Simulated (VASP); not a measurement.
# C in VASP: notebook

C is run at these levels: PBE; tasks: single point.

Program: VASP 6.6.1. These are calculated values, not measurements. Logs are shortened: lines on timing, memory, paths and dates and some standing lists are left out, and cuts for length are marked.

### 1 The cell of the first run

The cell holds a slab with vacuum, 2 atoms: a = 2.343 Å, b = 2.343 Å, c = 9.206 Å, α = 90.00°, β = 90.00°, γ = 120.00°.

### 2 Single point, PBE

The input, INCAR:

```
SYSTEM = C
PREC = Accurate
ENCUT = 520
EDIFF = 1E-6
ISMEAR = 0
SIGMA = 0.15
LREAL = .False.
LASPH = .True.
NELM = 60
ALGO = Normal
ISIF = 2
LWAVE = .False.
LCHARG = .False.
GGA = PE
NBANDS = 11
```

The input, KPOINTS:

```
regular mesh
0
Gamma
  21 21 6
  0 0 0
```

The input, POSCAR:

```
C
1.0
    2.3431000000      0.0000000000      0.0000000000
   -1.1715500000      2.0291841236      0.0000000000
    0.0000000000      0.0000000000      9.2058000000
C
2
Direct
    0.3333333333      0.6666666667      0.0000000000
    0.6666666667      0.3333333333      0.0000000000
```

Potentials or basis: VASP PAW PBE potentials, release 64 (C).

Run with:

```console
> cat potpaw_PBE.64/C/POTCAR > POTCAR
> mpirun -np 1 vasp_std > vasp.out
```

OUTCAR:

```text
SYSTEM = C
   PREC = Accurate
   ENCUT = 520
   EDIFF = 1E-6
   ISMEAR = 0
   LREAL = .False.
   LASPH = .True.
   NELM = 60
   ISIF = 2
   GGA = PE

 ion  position               nearest neighbor table
   1  0.333  0.667  0.000-   2 1.35   2 1.35   2 1.35
   2  0.667  0.333  0.000-   1 1.35   1 1.35   1 1.35

  LATTYP: Found a hexagonal cell.
 ALAT       =     2.3431000000
 C/A-ratio  =     3.9288976143

  Lattice vectors:

 A1 = (   2.3431000000,   0.0000000000,   0.0000000000)
 A2 = (  -1.1715500000,   2.0291841236,   0.0000000000)
 A3 = (   0.0000000000,   0.0000000000,   9.2058000000)

Analysis of symmetry for initial positions (statically):
=====================================================================
 Subroutine PRICEL returns:
 Original cell was already a primitive cell.

 Routine SETGRP: Setting up the symmetry group for a
 hexagonal supercell.

 Subroutine GETGRP returns: Found 24 space group operations
 (whereof 24 operations were pure point group operations)
 out of a pool of 24 trial point group operations.

The static configuration has the point symmetry D_6h.

Analysis of symmetry for dynamics (positions and initial velocities):
=====================================================================
 Subroutine PRICEL returns:
 Original cell was already a primitive cell.

 Routine SETGRP: Setting up the symmetry group for a
 hexagonal supercell.

 Subroutine GETGRP returns: Found 24 space group operations
 (whereof 24 operations were pure point group operations)
 out of a pool of 24 trial point group operations.

The dynamic configuration has the point symmetry D_6h.

 Subroutine INISYM returns: Found 24 space group operations
 (whereof 24 operations are pure point group operations),
 and found     1 'primitive' translations

----------------------------------------------------------------------------------------

                                     Primitive cell

  volume of cell :      43.7697

  direct lattice vectors                    reciprocal lattice vectors
     2.343100000  0.000000000  0.000000000     0.426785028  0.246404451  0.000000000
    -1.171550000  2.029184124  0.000000000     0.000000000  0.492808902  0.000000000
     0.000000000  0.000000000  9.205800000     0.000000000  0.000000000  0.108627170

  length of vectors
     2.343100000  2.343100000  9.205800000     0.492808902  0.492808902  0.108627170

  position of ions in fractional coordinates (direct lattice)
     0.333333333  0.666666667  0.000000000
     0.666666667  0.333333333  0.000000000

  ion indices of the primitive-cell ions
   primitive index   ion index
                 1           1
                 2           2

----------------------------------------------------------------------------------------

 KPOINTS: regular mesh

Automatic generation of k-mesh.
 Grid dimensions read from file:
 generate k-points for:   21   21    6

 Generating k-lattice:

  Cartesian coordinates                     Fractional coordinates (reciprocal lattice)
     0.020323097  0.011733545  0.000000000     0.047619048  0.000000000  0.000000000
     0.000000000  0.023467091  0.000000000     0.000000000  0.047619048  0.000000000
     0.000000000  0.000000000  0.018104528     0.000000000  0.000000000  0.166666667

  Length of vectors
     0.023467091  0.023467091  0.018104528

  Shift w.r.t. Gamma in fractional coordinates (k-lattice)
     0.000000000  0.000000000  0.000000000

 Subroutine IBZKPT returns following result:
 ===========================================

 Found    192 irreducible k-points:

 Following reciprocal coordinates:
            Coordinates               Weight
  0.000000  0.000000  0.000000      1.000000
  0.047619 -0.000000  0.000000      6.000000
  0.095238 -0.000000  0.000000      6.000000
  0.142857 -0.000000  0.000000      6.000000
  0.190476 -0.000000  0.000000      6.000000
  0.238095  0.000000  0.000000      6.000000
[... 16 lines left out ...]
  0.142857  0.095238  0.000000     12.000000
  0.190476  0.095238  0.000000     12.000000
 [... further k-points ...]
   k-points           NKPTS =    192   k-points in BZ     NKDIM =    192   number of bands    NBANDS=     11
   number of dos      NEDOS =    301   number of ions     NIONS =      2
   total plane-waves  NPLWV =  22680
   dimension x,y,z NGX =    18 NGY =   18 NGZ =   70
   dimension x,y,z NGXF=    36 NGYF=   36 NGZF=  140
   ions per type =               2
   NGX,Y,Z   is equivalent  to a cutoff of  12.77, 12.77, 12.64 a.u.
   NGXF,Y,Z  is equivalent  to a cutoff of  25.54, 25.54, 25.28 a.u.
 SYSTEM =  C
   PREC   = accura    normal or accurate (medium, high low for compatibility)
   ISTART =      0    job   : 0-new  1-cont  2-samecut
   ICHARG =      2    charge: 1-file 2-atom 10-const
   ISPIN  =      1    spin polarized calculation?
   LNONCOLLINEAR =      F non collinear calculations
   LSORBIT =      F    spin-orbit coupling
   LASPH  =      T    aspherical Exc in radial PAW
   ENCUT  =  520.0 eV  38.22 Ry    6.18 a.u.   4.36  4.36 17.12*2*pi/ulx,y,z
   NELM   =     60;   NELMIN=  2; NELMDL= -5     # of ELM steps
   EDIFF  = 0.1E-05   stopping-criterion for ELM
   LREAL  =      F    real-space projection
   EDIFFG = 0.1E-04   stopping-criterion for IOM
   NSW    =      0    number of steps for IOM
   IBRION =     -1    ionic relax: 0-MD 1-quasi-New 2-CG
   NFREE  =      0    steps in history (QN), initial steepest desc. (CG)
   ISIF   =      2    stress and relaxation
   ISYM   =      2    0-nonsym 1-usesym 2-fastsym
   POTIM  = 0.5000    time-step for ionic-motion
   TEBEG  =    0.0;   TEEND  =   0.0 temperature during run
   PSTRESS=    0.0 pullay stress
   NELECT =       8.0000    total number of electrons
   NUPDOWN=      -1.0000    fix difference up-down
   EMIN   =  10.00;   EMAX   =-10.00  energy-range for DOS
   EFERMI =   0.00;   METHOD = LEGACY
   ISMEAR =     0;   SIGMA  =   0.15  broadening in eV -4-tet -1-fermi 0-gaus
   EFERMI_NEDOS =   21; number of points for ismear=-14 and -15
   IALGO  =     38    algorithm
   IMIX   =      4    mixing-type and parameters
     AMIX     =   0.40;   BMIX     =  1.00
     AMIX_MAG =   1.60;   BMIX_MAG =  1.00
  volume/ion in A,a.u.               =      21.88       147.69
  Fermi-wavevector in a.u.,A,eV,Ry     =   0.929067  1.755681 11.744072  0.863165
  Thomas-Fermi vector in A             =   2.055310
   LORBIT       =      0    0 simple, 1 ext, 2 COOP (PROOUT), +10 PAW based schemes
   GGA     = PE    functional components
   LHFCALC =     F    Hartree Fock is set to
   AEXX    =    0.0000 exact exchange contribution
   IVDW    =     0    specifies the selected vdW correction
   LEPSILON=     F    determine dielectric tensor
   LRPA    =     F    only Hartree local field effects (RPA)
 non-spin polarized calculation
 Gauss-broadening in eV      SIGMA  =   0.15
  energy-cutoff  :      520.00
  volume of cell :       43.77
 maximum number of plane-waves:      1229
 NGX is ok and might be reduce to    18
   NGX =  9   NGY =  9   NGZ = 35

 number of electron       8.0000002 magnetization

 Free energy of the ion-electron system (eV)
  ---------------------------------------------------
  ext. energy  EPLUGINS =         0.00000000
  ---------------------------------------------------
  free energy    TOTEN  =       -18.05251669 eV

  energy without entropy =      -18.05174909  energy(sigma->0) =      -18.05213289

 E-fermi :  -0.3331     XC(G=0):  -4.7317

 val. band max:       -0.3331106049   @ k =   0.3333   0.3333   0.5000
 cond. band min:      -0.3330940837   @ k =   0.3333   0.3333   0.1667
 fundamental gap:      0.0000165212
 Fermi energy:        -0.3330949946

 k-point     1 :       0.0000    0.0000    0.0000
  band No.  band energies     occupation
      1     -21.1188      2.00000
      2      -9.0404      2.00000
      3      -3.2839      2.00000
      4      -3.2839      2.00000
      5       2.2294      0.00000
      6       4.1430      0.00000
      7       5.5827      0.00000
      8       9.0299      0.00000
      9       9.0299      0.00000
     10      11.2636      0.00000
     11      13.0769      0.00000

 k-point     2 :       0.0476   -0.0000    0.0000
  band No.  band energies     occupation
      1     -21.0603      2.00000
      2      -8.9681      2.00000
      3      -3.5184      2.00000
      4      -3.4204      2.00000
      5       2.3101      0.00000
      6       4.2233      0.00000
      7       5.6611      0.00000
      8       9.0703      0.00000
      9       9.3007      0.00000
     10      11.3388      0.00000
     11      12.8436      0.00000

 k-point     3 :       0.0952   -0.0000    0.0000
  band No.  band energies     occupation
      1     -20.8849      2.00000
      2      -8.7514      2.00000
      3      -4.1787      2.00000
      4      -3.7922      2.00000
      5       2.5521      0.00000
      6       4.4637      0.00000
      7       5.8967      0.00000
      8       9.1567      0.00000
      9      10.0739      0.00000
     10      11.5619      0.00000
     11      12.1761      0.00000

 k-point     4 :       0.1429   -0.0000    0.0000
  band No.  band energies     occupation
      1     -20.5932      2.00000
      2      -8.3921      2.00000
      3      -5.1627      2.00000
      4      -4.3140      2.00000
      5       2.9558      0.00000
      6       4.8634      0.00000
      7       6.2900      0.00000
      8       9.2205      0.00000
      9      11.1406      0.00000
     10      11.2576      0.00000
     11      11.9433      0.00000
[... 239 lines left out ...]
 k-point    22 :       0.0952    0.0952    0.0000
  band No.  band energies     occupation
      1     -20.4187      2.00000
      2      -8.1776      2.00000
      3      -5.5135      2.00000
      4      -4.8022      2.00000
      5       3.1984      0.00000
      6       5.1029      0.00000
      7       6.5286      0.00000
      8       9.6256      0.00000
      9      10.6044      0.00000
     10      11.4442      0.00000
     11      12.1498      0.00000

 k-point    23 :       0.1429    0.0952    0.0000
  band No.  band energies     occupation
      1     -20.0124      2.00000
      2      -7.6809      2.00000
      3      -6.5200      2.00000
      4      -5.4951      2.00000
      5       3.7640      0.00000
      6       5.6590      0.00000
      7       7.0827      0.00000
      8       9.4156      0.00000
      9       9.8883      0.00000
     10      12.4317      0.00000
     11      12.6482      0.00000

 k-point    24 :       0.1905    0.0952    0.0000
  band No.  band energies     occupation
      1     -19.4927      2.00000
      2      -7.7100      2.00000
      3      -7.0506      2.00000
      4      -6.1407      2.00000
      5       4.4904      0.00000
      6       6.3624      0.00000
      7       7.7925      0.00000
      8       8.0687      0.00000
      9       9.9943      0.00000
     10      13.2644      0.00000
     11      13.6539      0.00000

 [... further k-points ...]
[... 5 lines left out ...]
  --------------------------------------------------------------------------------------
  -------------------------------------------------------------------------------------
  Total        7.9535994      7.9535994     -0.0130907      0.0000000      0.0000000      0.0000000
  in kB      291.1390646    291.1390646     -0.4791804      0.0000000      0.0000000      0.0000000
  external PRESSURE =     193.9329829 kB  Pullay stress =       0.0000000 kB

 VOLUME and BASIS-vectors are now :
 -----------------------------------------------------------------------------
  energy-cutoff  :      520.00
  volume of cell :       43.77
      direct lattice vectors                 reciprocal lattice vectors
     2.343100000  0.000000000  0.000000000     0.426785028  0.246404451  0.000000000
    -1.171550000  2.029184124  0.000000000     0.000000000  0.492808902  0.000000000
     0.000000000  0.000000000  9.205800000     0.000000000  0.000000000  0.108627170

 POSITION                                       TOTAL-FORCE (eV/Angst)
 -----------------------------------------------------------------------------------
     -0.00000      1.35279      0.00000         0.000000     -0.000000      0.000000
      1.17155      0.67639      0.00000        -0.000000      0.000000      0.000000
 -----------------------------------------------------------------------------------
    total drift:                                0.000000     -0.000000     -0.000000

  FREE ENERGIE OF THE ION-ELECTRON SYSTEM (eV)
  ---------------------------------------------------
  free  energy   TOTEN  =       -18.0525166942 eV

  energy  without entropy=      -18.0517490893  energy(sigma->0) =      -18.05213289
```

It took 36 s on 1 thread of Intel Xeon 6975P-C (Granite Rapids), shared host; peak memory 0.2 GiB.

What came out:

- Free energy: -18.0525 eV
- Band gap on the k mesh: zero (filled and empty bands touch)

Levels at points of the mesh, in eV from the Fermi level:
```tsv
k point	band 1	band 2	band 3	band 4	band 5	band 6	band 7	band 8	band 9
(0.00, 0.00, 0.00)	-20.79	-8.71	-2.95	-2.95	2.56	4.48	5.92	9.36	9.36
(0.00, 0.00, 0.50)	-20.79	-8.71	-2.95	-2.95	3.06	3.33	7.58	9.28	9.36
```

### 3 Single point, PBE

This run uses another cell than the first one, of 22.34 Å³/atom, 1.021 times its volume.

The input, INCAR:

```
PREC = Accurate
ENCUT = 520
EDIFF = 1E-7
ISMEAR = 0
SIGMA = 0.15
LREAL = F
LASPH = T
NELM = 60
ALGO = Normal
ISIF = 2
LWAVE = F
LCHARG = F
GGA = PE
NBANDS = 11
```

The input, KPOINTS:

```
regular mesh
0
Gamma
  21 21 6
```

The input, POSCAR:

```
C
1.0
    2.5240000000      0.0000000000      0.0000000000
   -1.2620000000      2.1858481192      0.0000000000
    0.0000000000      0.0000000000      8.0977000000
C
2
Direct
    0.3333333333      0.6666666667      0.0000000000
    0.6666666667      0.3333333333      0.0000000000
```

Potentials or basis: VASP PAW PBE potentials, release 64 (C).

Run with:

```console
> cat potpaw_PBE.64/C/POTCAR > POTCAR
> mpirun -np 1 vasp_std > vasp.out
```

It took 33 s on 1 thread of Intel Xeon 6975P-C (Granite Rapids), shared host; peak memory 0.2 GiB.

It converged, with:

| Property | Result |
| --- | --- |
| Free energy | -18.3851 eV |
| Band gap on the k mesh | zero (filled and empty bands touch) |

Levels at points of the mesh, in eV from the Fermi level:
```csv
k point,band 1,band 2,band 3,band 4,band 5,band 6,band 7,band 8
"(0.00, 0.00, 0.00)",-18.97,-7.16,-3.07,-3.07,3.14,5.79,7.68,7.86
"(0.00, 0.00, 0.50)",-18.97,-7.16,-3.07,-3.07,3.95,4.08,7.86,7.86
```
